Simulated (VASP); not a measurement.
Set up this calculation in VASP 6.6.1, as the native input.

| Property | Result |
| --- | --- |
| Task | single point |
| Functional | LDA |
| Potentials or basis | VASP PAW LDA potentials, release 64 (Ta_sv_GW, N) |
| Cutoff | 600 eV |
| k mesh | 18 × 18 × 18 |
| Occupations | gaussian, width 0.15 eV |
| Spin | no spin polarisation |
| Dipole correction | no |
| Second run | valence_matched |
| Further INCAR settings | ALGO = Normal; EDIFF = 1e-06; NBANDS = 16 |

The structure of TaN lies in POSCAR:

```
TaN
1.0
    0.0000000000      2.1918784864      2.1918784864
    2.1918784864      0.0000000000      2.1918784864
    2.1918784864      2.1918784864      0.0000000000
Ta N
1 1
Direct
    0.5000000000      0.5000000000      0.5000000000
    0.0000000000      0.0000000000      0.0000000000
```

These files were run (other wordings do the same):

INCAR

```
ALGO = Normal
EDIFF = 1E-6
ENCUT = 600
GGA = CA
GGA_COMPAT = F
ISIF = 2
ISMEAR = 0
LASPH = T
LCHARG = F
LREAL = F
LWAVE = F
NBANDS = 16
NELM = 120
PREC = Accurate
SIGMA = 0.15
```

KPOINTS

```
k-points
0
Gamma
  18 18 18
```

Potentials or basis: VASP PAW LDA potentials, release 64 (Ta_sv_GW, N).

Command:

```sh
$ cat potpaw_LDA.64/Ta_sv_GW/POTCAR potpaw_LDA.64/N/POTCAR > POTCAR
$ mpirun -np 1 vasp_std > vasp.out
```

Results of the run:

The pressure is -7.6 GPa and the band gap on the k mesh is zero (band 9 reaches 15.55 eV, above the bottom of band 10 at 11.48 eV).

Caveat: spin-orbit coupling is left out, which moves the levels of the heavy elements.

It took 72 s on 1 thread of Intel(R) Xeon(R) Platinum 8488C (Sapphire Rapids), on a shared host, peak memory 0.22 GiB.
